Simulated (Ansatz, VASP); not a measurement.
# PbF2: VASP beside Ansatz

```
CELL_PARAMETERS angstrom
0.00000 2.99997 2.99997
2.99997 0.00000 2.99997
2.99997 2.99997 0.00000
ATOMIC_POSITIONS crystal
Pb 0.00000 0.00000 0.00000
F 0.25000 0.25000 0.25000
F 0.75000 0.75000 0.75000
```

Alike in both runs: functional PBE; k mesh 8 × 8 × 8; occupations gaussian, width 0.02 eV; no spin polarisation.

Ansatz relaxed the structure, and its values are those at the end. VASP's run is a single point on that final structure, the one shown.

```csv
,VASP,Ansatz
version,VASP 6.6.1,Ansatz 0.2.0
potentials or method,"VASP PAW PBE potentials, release 64 (Pb_d, F), cutoff 520 eV","scalar-relativistic, plane waves, PAW"
valence electrons in the cell,28,28
```

```tsv
	VASP	Ansatz	Ansatz less VASP
gap on the k mesh at the Fermi level (eV)	4.42	4.42	+0.003
least direct gap on the mesh (eV)	4.56	4.56	+0.002
pressure (GPa)	-0.2	0.0	+0.20
```

The functional is the same, so the differences come from potentials, cutoffs and numerics.

Neither program's run includes spin-orbit coupling.
